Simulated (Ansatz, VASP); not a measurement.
**Two plane-wave programs on SnO**

Contents of INCAR:

```
PREC     = Accurate       # precision mode
ENCUT    = 520            # plane-wave cutoff, eV
EDIFF    = 1E-7           # SCF threshold, eV
ISMEAR   = 0              # smearing method
SIGMA    = 0.05           # smearing width, eV
LREAL    = F              # projectors in reciprocal space
LASPH    = T              # aspherical terms in the spheres
NELM     = 100            # most SCF steps
ALGO     = Normal         # electronic algorithm
ISIF     = 2              # what is computed and relaxed
LWAVE    = F              # write WAVECAR
LCHARG   = T              # write CHGCAR
GGA      = PS             # functional
LELF     = T              # ELF
LVHAR    = T            
NBANDS   = 28             # bands
```

Contents of KPOINTS:

```
Automatic mesh
0
Gamma
  8 6 6
```

Contents of POSCAR:

```
SnO
1.0
    3.3550050000      0.0629063438      0.0000000000
    0.1063894500      5.6741040000      0.0000000000
    0.0000000000      0.0000000000      4.2219700000
Sn O
2 2
Direct
    0.0000000000      0.2319090000      0.5131440000
    0.5000000000      0.7680910000      0.0131440000
    0.0000000000      0.8912500000      0.7368570000
    0.5000000000      0.1087500000      0.2368570000
```

Input for Ansatz:

```yaml
crystal:
  lattice:
    - [3.355005, 0.0629063438, 0.0]
    - [0.10638945, 5.674104, 0.0]
    - [0.0, 0.0, 4.22197]
  atoms:
    - { symbol: Sn, position: [0.0, 0.231909, 0.513144] }
    - { symbol: Sn, position: [0.5, 0.768091, 0.013144] }
    - { symbol: O, position: [0.0, 0.89125, 0.736857] }
    - { symbol: O, position: [0.5, 0.10875, 0.236857] }
basis:
  ecutwfc: 420
kpoints:
  mp_grid: { grid: [8, 6, 6] }
hamiltonian:
  xc: pbesol
scf:
  occupations: { method: gaussian, width: 0.05 }
output:
  forces: true
  stress: true
  eigenvalues: true
```

Change from the starting cell: strain +0.0375 x Voigt [0, 0, 0, 0, 0, 1], atoms carried along.

Alike in both runs: task single point; functional PBEsol; k mesh 8 × 6 × 6; occupations gaussian, width 0.05 eV; no spin polarisation.

|  | VASP | Ansatz |
| --- | --- | --- |
| version | VASP 6.6.1 | Ansatz 0.2.0 |
| potentials or method | VASP PAW PBE potentials, release 64 (Sn_d, O), cutoff 520 eV | scalar-relativistic, plane waves, PAW |
| valence electrons in the cell | 40 | 40 |

VASP gave:

- gap on the k mesh at the Fermi level (eV): 1.33
- least direct gap on the mesh (eV): 1.95
- pressure (GPa): -2.8
- traceless stress, the component that is largest in VASP (GPa): -0.99
- rms of the force components (eV/Å): 0.168

Q: Estimate Ansatz's values.

A: gap on the k mesh at the Fermi level (eV): 1.34; least direct gap on the mesh (eV): 1.96; pressure (GPa): -3.0; traceless stress, the component that is largest in VASP (GPa): -0.99; rms of the force components (eV/Å): 0.196.

VASP's potentials were made for PBE, not for PBEsol. Atom by atom the forces differ by 0.034 eV/Å (rms over components).
